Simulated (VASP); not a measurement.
Here is a VASP 6.6.1 calculation.

The input INCAR:

```
ALGO = Normal ; EDIFF = 1E-6
ENCUT = 520 ; GGA = PS
ISIF = 2 ; ISMEAR = -1
LASPH = T ; LCHARG = T
LELF = T ; LREAL = F
LVHAR = T ; LWAVE = F
NBANDS = 10 ; NELM = 80
PREC = Accurate ; SIGMA = 0.08
```

KPOINTS

```
k-points
0
Gamma
  15 15 15
```

POSCAR

```
Cl
1.0
   -1.4860626177      1.4860626177      1.4860626177
    1.4860626177     -1.4860626177      1.4860626177
    1.4860626177      1.4860626177     -1.4860626177
Cl
1
Direct
    0.0000000000      0.0000000000      0.0000000000
```

Potentials or basis: VASP PAW PBE potentials, release 64 (Cl).

The run is started by

```sh
$ cat potpaw_PBE.64/Cl/POTCAR > POTCAR
$ mpirun -np 1 vasp_std > vasp.out
```

Problem. Predict the pressure.

Solution. 44.2 GPa.

Caveat: the PAW data sets were made with another functional, which shifts forces and pressure a little; an odd number of electrons without spin polarisation forces a metal; a magnetic or distorted state may lie lower.
